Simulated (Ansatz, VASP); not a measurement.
**VN2: VASP beside Ansatz**

```xyz
6
Lattice="-2.1143 2.1143 2.4346 2.1143 -2.1143 2.4346 2.1143 2.1143 -2.4346" Properties=species:S:1:pos:R:3 pbc="T T T"
V     0.0000    0.0000    1.2173
V     0.0000    0.0000    3.6520
N     2.5966    0.4823    0.0000
N     1.6319    0.4823    2.4346
N    -0.4823    1.6319    2.4346
N     0.4823    1.6319    0.0000
```

Alike in both runs: functional LDA; k mesh 12 × 12 × 12; occupations gaussian, width 0.1 eV; no spin polarisation.

Ansatz relaxed the structure, and its values are those at the end. VASP's run is a single point on that final structure, the one shown.

|  | VASP | Ansatz |
| --- | --- | --- |
| version | VASP 6.6.1 | Ansatz 0.2.0 |
| potentials or method | VASP PAW LDA potentials, release 64 (V_sv, N), cutoff 520 eV | scalar-relativistic, plane waves, PAW |
| valence electrons in the cell | 46 | 46 |

```tsv
	VASP	Ansatz	Ansatz less VASP
gap on the k mesh at the Fermi level (eV)	none	none	-
pressure (GPa)	1.8	0.0	-1.77
rms of the force components (eV/Å)	0.073	0.000	-0.0734
```

LDA's correlation is that of Perdew and Zunger in VASP and of Perdew and Wang (1992) in Ansatz. A gap of «none» marks a metal or a gap that the smearing closes.
